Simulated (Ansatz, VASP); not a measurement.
**Two plane-wave programs on Sc2GaS**

Contents of INCAR:

```
SYSTEM = Sc2GaS
PREC = Accurate
ENCUT = 600
EDIFF = 1E-7
ISMEAR = 0
SIGMA = 0.1
LREAL = .FALSE.
LASPH = .TRUE.
NELM = 100
ALGO = Normal
ISIF = 3
LWAVE = .FALSE.
LCHARG = .FALSE.
GGA = PE
IBRION = 2
NSW = 90
EDIFFG = -0.04
```

File KPOINTS:

```
regular mesh
0
G
  4 4 4
  0 0 0
```

File POSCAR:

```
Sc2GaS
1.0
    3.8469657400      0.0000000000      0.0000000000
    0.0000000000      3.8469657400      0.0000000000
    0.0000000000      0.0000000000      5.5638024200
Sc Ga S
2 1 1
Direct
    0.5000000000      0.0000000000      0.2764209500
    0.0000000000      0.5000000000      0.7235790500
    0.0000000000      0.0000000000      0.5000000000
    0.5000000000      0.5000000000      0.0000000000
```

Input for Ansatz:

```yaml
crystal:
  lattice:
    - [3.84696574, 0.0, 0.0]
    - [0.0, 3.84696574, 0.0]
    - [0.0, 0.0, 5.56380242]
  atoms:
    - { symbol: Sc, position: [0.5, 0.0, 0.27642095] }
    - { symbol: Sc, position: [0.0, 0.5, 0.72357905] }
    - { symbol: Ga, position: [0.0, 0.0, 0.5] }
    - { symbol: S, position: [0.5, 0.5, 0.0] }
basis:
  ecutwfc: 420
kpoints:
  mp_grid: { grid: [4, 4, 4] }
hamiltonian:
  xc: pbe
scf:
  occupations: { method: gaussian, width: 0.1 }
  lower_state_search: "off"
output:
  forces: true
  stress: true
  eigenvalues: true
relax:
  adjacent_minimum: "off"
  f_tol: 0.04
  max_steps: 70
  cell: { stress_tol: 0.4 }
```

Change from the starting cell: species swapped into the ZnCdS2 type (P-4m2, No. 115).

Alike in both runs: task relaxation of cell and atoms; functional PBE; k mesh 4 × 4 × 4; occupations gaussian, width 0.1 eV; no spin polarisation.

```csv
,VASP,Ansatz
version,VASP 6.6.1,Ansatz 0.2.0
potentials or method,"VASP PAW PBE potentials, release 64 (Sc_sv, Ga_d, S), cutoff 600 eV","scalar-relativistic, plane waves, PAW"
valence electrons in the cell,41,41
```

|  | VASP | Ansatz | Ansatz less VASP |
| --- | --- | --- | --- |
| gap on the k mesh at the Fermi level, each at its own relaxed structure (eV) | none | none | - |
| relaxed volume (Å³/atom) | 25.67 | 25.69 | +0.015 |
| relaxed length of the cell vector where the two differ most in proportion (Å) | 7.153 | 7.118 | -0.0348 |

A gap of «none» marks a metal or a gap that the smearing closes.

The k mesh is coarse, so the values compare programs but aren't converged. Noted on VASP's run: the volume moved by over 15 % at a fixed basis, so the end points are rough.
